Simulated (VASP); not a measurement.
# HgS2 (P4_2/mnm) in VASP: relaxation of cell and atoms with r2SCAN

Aim: the relaxation of cell and atoms of HgS2 with r2SCAN.

Program: VASP 6.6.1. These are calculated values, not measurements. Logs are shortened: lines on timing, memory, paths and dates and some standing lists are left out, and cuts for length are marked.

## Step 1: The cell of the first run

The structure is tetragonal, space group P4_2/mnm (No. 136). Conventional cell: a = 6.052 Å, b = 6.052 Å, c = 3.898 Å, α = 90.00°, β = 90.00°, γ = 90.00°. Hg (site symmetry mmm) has 6 S at 2.56 to 2.62 Å within 3.4 Å. S (site symmetry m2m) has 3 Hg at 2.56 to 2.62 Å and 1 S at 3.32 Å within 3.4 Å.

## Step 2: Relaxation of cell and atoms, r2SCAN

The input, POSCAR:

```
HgS2
1.0
    6.0521546025      0.0000000000      0.0000000000
    0.0000000000      6.0521546025      0.0000000000
    0.0000000000      0.0000000000      3.8981988396
Hg S
2 4
Direct
    0.0000000000      0.0000000000      0.0000000000
    0.5000000000      0.5000000000      0.5000000000
    0.3060000000      0.3060000000      0.0000000000
    0.1940000000      0.8060000000      0.5000000000
    0.6940000000      0.6940000000      0.0000000000
    0.8060000000      0.1940000000      0.5000000000
```

The input, INCAR.step1:

```
SYSTEM = HgS2
  PREC = Accurate
  ENCUT = 600
  ISMEAR = 0
  SIGMA = 0.1
  LREAL = .False.
  LASPH = .True.
  NELM = 80
  GGA = PE
  ALGO = Normal
  EDIFF = 1E-4
  LWAVE = .True.
  LCHARG = .False.
```

The input, INCAR.step2:

```
SYSTEM = HgS2
  PREC = Accurate
  ENCUT = 600
  EDIFF = 1E-6
  ISMEAR = 0
  SIGMA = 0.1
  LREAL = .False.
  LASPH = .True.
  NELM = 80
  ALGO = Normal
  ISIF = 3
  LWAVE = .False.
  LCHARG = .False.
  METAGGA = R2SCAN
  LMIXTAU = .True.
  IBRION = 2
  NSW = 90
  EDIFFG = -0.04
  ISTART = 1
```

The input, KPOINTS:

```
regular mesh
0
Gamma
  4 4 4
  0 0 0
```

Potentials or basis: VASP PAW PBE potentials, release 64 (Hg, S).

Launch:

```sh
cat potpaw_PBE.64/Hg/POTCAR potpaw_PBE.64/S/POTCAR > POTCAR
cp INCAR.step1 INCAR
mpirun -np 1 vasp_std > vasp.out
cp INCAR.step2 INCAR
mpirun -np 1 vasp_std > vasp.out
```

OUTCAR:

```text
SYSTEM = HgS2
   PREC = Accurate
   ENCUT = 600
   EDIFF = 1E-6
   ISMEAR = 0
   LREAL = .False.
   LASPH = .True.
   NELM = 80
   ISIF = 3
   METAGGA = R2SCAN
   IBRION = 2
   NSW = 90
   EDIFFG = -0.04
   ISTART = 1

 ion  position               nearest neighbor table
   1  0.000  0.000  0.000-   4 2.56   6 2.56   4 2.56   6 2.56   5 2.62   3 2.62
   2  0.500  0.500  0.500-   3 2.56   5 2.56   3 2.56   5 2.56   4 2.62   6 2.62
   3  0.306  0.306  0.000-   2 2.56   2 2.56   1 2.62
   4  0.194  0.806  0.500-   1 2.56   1 2.56   2 2.62
   5  0.694  0.694  0.000-   2 2.56   2 2.56   1 2.62
   6  0.806  0.194  0.500-   1 2.56   1 2.56   2 2.62

  LATTYP: Found a simple tetragonal cell.
 ALAT       =     6.0521546025
 C/A-ratio  =     0.6441010013

  Lattice vectors:

 A1 = (   6.0521546025,   0.0000000000,   0.0000000000)
 A2 = (   0.0000000000,   6.0521546025,   0.0000000000)
 A3 = (   0.0000000000,   0.0000000000,   3.8981988396)

Analysis of symmetry for initial positions (statically):
=====================================================================
 Subroutine PRICEL returns:
 Original cell was already a primitive cell.

 Routine SETGRP: Setting up the symmetry group for a
 simple tetragonal supercell.

 Subroutine GETGRP returns: Found 16 space group operations
 (whereof  8 operations were pure point group operations)
 out of a pool of 16 trial point group operations.

The static configuration has the point symmetry D_2h.
 The point group associated with its full space group is D_4h.

Analysis of symmetry for dynamics (positions and initial velocities):
=====================================================================
 Subroutine PRICEL returns:
 Original cell was already a primitive cell.

 Routine SETGRP: Setting up the symmetry group for a
 simple tetragonal supercell.

 Subroutine GETGRP returns: Found 16 space group operations
 (whereof  8 operations were pure point group operations)
 out of a pool of 16 trial point group operations.

The dynamic configuration has the point symmetry D_2h.
 The point group associated with its full space group is D_4h.

 Subroutine INISYM returns: Found 16 space group operations
 (whereof  8 operations are pure point group operations),
 and found     1 'primitive' translations

----------------------------------------------------------------------------------------

                                     Primitive cell

  volume of cell :     142.7855

  direct lattice vectors                    reciprocal lattice vectors
     6.052154602  0.000000000  0.000000000     0.165230412  0.000000000  0.000000000
[... 104 lines left out ...]
   IALGO  =     38    algorithm
   IMIX   =      4    mixing-type and parameters
     AMIX     =   0.40;   BMIX     =  1.00
     AMIX_MAG =   1.60;   BMIX_MAG =  1.00
  volume/ion in A,a.u.               =      23.80       160.59
  Fermi-wavevector in a.u.,A,eV,Ry     =   1.138310  2.151094 17.629746  1.295750
  Thomas-Fermi vector in A             =   2.275015
   LORBIT       =      0    0 simple, 1 ext, 2 COOP (PROOUT), +10 PAW based schemes
   METAGGA = R2SCAN    functional components
   LHFCALC =     F    Hartree Fock is set to
   AEXX    =    0.0000 exact exchange contribution
   IVDW    =     0    specifies the selected vdW correction
   LEPSILON=     F    determine dielectric tensor
   LRPA    =     F    only Hartree local field effects (RPA)
 conjugate gradient relaxation of ions
 non-spin polarized calculation
 Gauss-broadening in eV      SIGMA  =   0.10
  energy-cutoff  :      600.00
  volume of cell :      142.79
 maximum number of plane-waves:      4808
   NGX = 25   NGY = 25   NGZ = 15

--------------------------------------- Ionic step        1  -------------------------------------------

 number of electron      48.0000010 magnetization

 Free energy of the ion-electron system (eV)
  ---------------------------------------------------
  ext. energy  EPLUGINS =         0.00000000
  ---------------------------------------------------
  free energy    TOTEN  =      -127.36058520 eV

  energy without entropy =     -127.33798138  energy(sigma->0) =     -127.34928329

------------------------ aborting loop because EDIFF is reached ----------------------------------------

  FORCE on cell =-STRESS in cart. coord.  units (eV):
  Direction    XX          YY          ZZ          XY          YZ          ZX
  --------------------------------------------------------------------------------------
  -------------------------------------------------------------------------------------
  Total        0.1281195      0.1281195     -2.1547037     -0.0000000      0.0000000      0.0000000
  in kB        1.4376125      1.4376125    -24.1776516     -0.0000000      0.0000000      0.0000000
  external PRESSURE =      -7.1008089 kB  Pullay stress =       0.0000000 kB
[... 101 lines left out ...]
  FREE ENERGIE OF THE ION-ELECTRON SYSTEM (eV)
  ---------------------------------------------------
  free  energy   TOTEN  =      -127.5356628138 eV

  energy  without entropy=     -127.5250706264  energy(sigma->0) =     -127.53036672

 E-fermi :   2.1803     XC(G=0): -10.0394

 val. band max:        2.0850552930   @ k =   0.2500   0.2500   0.0000
 cond. band min:       2.2145261264   @ k =   0.5000   0.0000   0.0000
 fundamental gap:      0.1294708334
 Fermi energy:         2.1802966046

 k-point     1 :       0.0000    0.0000    0.0000
  band No.  band energies     occupation
      1     -12.1571      2.00000
      2     -11.2076      2.00000
      3     -10.2279      2.00000
      4     -10.2279      2.00000
      5      -6.3334      2.00000
      6      -6.3334      2.00000
[... 547 lines left out ...]
     27       5.6718      0.00000
     28       5.6718      0.00000

[... ionic steps 4 to 12 ...]

--------------------------------------- Ionic step       13  -------------------------------------------

 number of electron      48.0000010 magnetization

------------------------ aborting loop because EDIFF is reached ----------------------------------------
[... 75 lines left out ...]
--------------------------------------- Ionic step       15  -------------------------------------------

 number of electron      48.0000017 magnetization

 Free energy of the ion-electron system (eV)
  ---------------------------------------------------
  ext. energy  EPLUGINS =         0.00000000
  ---------------------------------------------------
  free energy    TOTEN  =      -127.95581512 eV

  energy without entropy =     -127.95463947  energy(sigma->0) =     -127.95522730

 E-fermi :   0.8269     XC(G=0):  -8.9311

 val. band max:        0.7428613292   @ k =   0.0000   0.0000   0.0000
 cond. band min:       0.9788362446   @ k =   0.0000   0.0000   0.5000
 fundamental gap:      0.2359749154
 Fermi energy:         0.8269341864

 k-point     1 :       0.0000    0.0000    0.0000
  band No.  band energies     occupation
      1     -13.4119      2.00000
      2     -13.0318      2.00000
      3     -11.6286      2.00000
      4     -11.6286      2.00000
      5      -8.0670      2.00000
      6      -8.0670      2.00000
[... 580 lines left out ...]
  FREE ENERGIE OF THE ION-ELECTRON SYSTEM (eV)
  ---------------------------------------------------
  free  energy   TOTEN  =      -127.9558151217 eV

  energy  without entropy=     -127.9546394694  energy(sigma->0) =     -127.95522730

 reached required accuracy - stopping structural energy minimisation
```

OUTCAR.step1:

```text
SYSTEM = HgS2
   PREC = Accurate
   ENCUT = 600
   ISMEAR = 0
   LREAL = .False.
   LASPH = .True.
   NELM = 80
[... 787 lines left out ...]
      1.17412      4.87804      1.94910        -0.455672      0.455672      0.000000
      4.20020      4.20020      0.00000        -0.455672     -0.455672      0.000000
      4.87804      1.17412      1.94910         0.455672     -0.455672      0.000000
 -----------------------------------------------------------------------------------
    total drift:                               -0.000000     -0.000000     -0.000000

  FREE ENERGIE OF THE ION-ELECTRON SYSTEM (eV)
  ---------------------------------------------------
  free  energy   TOTEN  =       -13.2357694229 eV

  energy  without entropy=      -13.2095238361  energy(sigma->0) =      -13.22264663
```

Wall time 39 min (1 thread of Intel Xeon 6975P-C (Granite Rapids), shared host); peak memory 0.34 GiB.

What came out:

```yaml
Free_energy: -127.9558 eV
Relaxed_volume: 28.19 Å³/atom
Relaxed_cell: a = 6.806 Å, b = 6.806 Å, c = 3.651 Å, α = 90.00°, β = 90.00°, γ = 90.00°
Space_group_after_relaxing_to_0.1_Å: P4_2/mnm (No. 136)
Energy_gained_by_relaxing: 99.2 meV/atom
Ionic_steps: 15
Pressure_after_relaxing: 0.1 GPa
Band_gap_on_the_k_mesh: 0.24 eV (least direct gap 0.62 eV)
```

Step by step:
```csv
step,energy change (eV),largest force (eV/Å),pressure (GPa),volume (Å³)
1,0.0000,0.7296,-0.71,142.79
2,-0.1184,0.6197,1.11,140.60
3,-0.1751,0.2254,4.74,137.49
4,-0.1791,0.3587,3.75,138.23
5,-0.2358,0.2675,3.61,139.60
6,-0.3568,0.0151,3.51,143.73
7,-0.4101,0.7151,4.68,152.03
8,-0.5314,0.4130,1.82,160.56
9,-0.5498,0.0759,-0.80,171.37
10,-0.5572,0.1832,-0.03,167.81
11,-0.5573,0.1924,0.05,167.48
12,-0.5669,0.1658,0.04,167.73
13,-0.5876,0.0849,0.05,168.45
14,-0.5890,0.0761,0.08,169.78
15,-0.5952,0.0002,0.06,169.16
```

Final structure:
```
CELL_PARAMETERS angstrom
6.80649 0.00000 0.00000
0.00000 6.80649 0.00000
0.00000 0.00000 3.65133
ATOMIC_POSITIONS crystal
Hg 0.00000 0.00000 0.00000
Hg 0.50000 0.50000 0.50000
S 0.33565 0.33565 0.00000
S 0.16435 0.83565 0.50000
S 0.66435 0.66435 0.00000
S 0.83565 0.16435 0.50000
```

Levels at points of the mesh, in eV from the valence-band top:
| k point | band 21 | band 22 | band 23 | band 24 | band 25 | band 26 | band 27 | band 28 |
| --- | --- | --- | --- | --- | --- | --- | --- | --- |
| (0.00, 0.00, 0.00) | -1.53 | -0.63 | -0.63 | 0.00 | 1.12 | 1.12 | 3.05 | 4.76 |
| (0.50, 0.00, 0.00) | -0.95 | -0.95 | -0.63 | -0.63 | 1.12 | 1.12 | 3.94 | 3.94 |
| (0.50, 0.50, 0.00) | -0.83 | -0.83 | -0.62 | -0.62 | 1.10 | 1.10 | 4.09 | 4.09 |
| (0.00, 0.00, 0.50) | -0.91 | -0.91 | -0.65 | -0.65 | 0.24 | 0.24 | 3.65 | 3.65 |
| (0.50, 0.00, 0.50) | -0.79 | -0.79 | -0.76 | -0.76 | 0.78 | 0.78 | 3.97 | 3.97 |
| (0.50, 0.50, 0.50) | -0.71 | -0.71 | -0.68 | -0.68 | 0.26 | 0.26 | 3.59 | 3.59 |

Caveat: the volume moved by over 15 % at a fixed basis, so the end points are rough; the PAW data sets were made with another functional, which shifts forces and pressure a little; spin-orbit coupling is left out, which moves the levels of the heavy elements.
